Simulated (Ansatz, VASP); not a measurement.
# Two plane-wave programs on Ag

```
Ag
1.0
     2.93000    0.00000    0.00000
    -1.46500    2.53745    0.00000
     0.00000    0.00000    4.79000
Ag
2
Direct
  0.01033 0.43021 0.25000
  0.66667 0.33333 0.75000
```

Alike in both runs: task single point; functional PBEsol; k mesh 18 × 18 × 10; occupations gaussian, width 0.15 eV; no spin polarisation.

```csv
,VASP,Ansatz
version,VASP 6.6.1,Ansatz 0.2.0
potentials or method,"VASP PAW PBE potentials, release 64 (Ag), cutoff 520 eV","scalar-relativistic, plane waves, PAW"
valence electrons in the cell,22,38
```

|  | VASP | Ansatz | Ansatz less VASP |
| --- | --- | --- | --- |
| gap on the k mesh at the Fermi level (eV) | none | none | - |
| pressure (GPa) | -0.5 | -0.2 | +0.29 |
| traceless stress, the component that is largest in VASP (GPa) | 13.11 | 13.24 | +0.138 |
| rms of the force components (eV/Å) | 0.553 | 0.559 | +0.0059 |

VASP's potentials were made for PBE, not for PBEsol. Atom by atom the forces differ by 0.006 eV/Å (rms over components). A gap of «none» marks a metal or a gap that the smearing closes. VASP's potentials hold 22 valence electrons a cell and Ansatz's 38, so a difference there can come from the potentials and not from the codes.
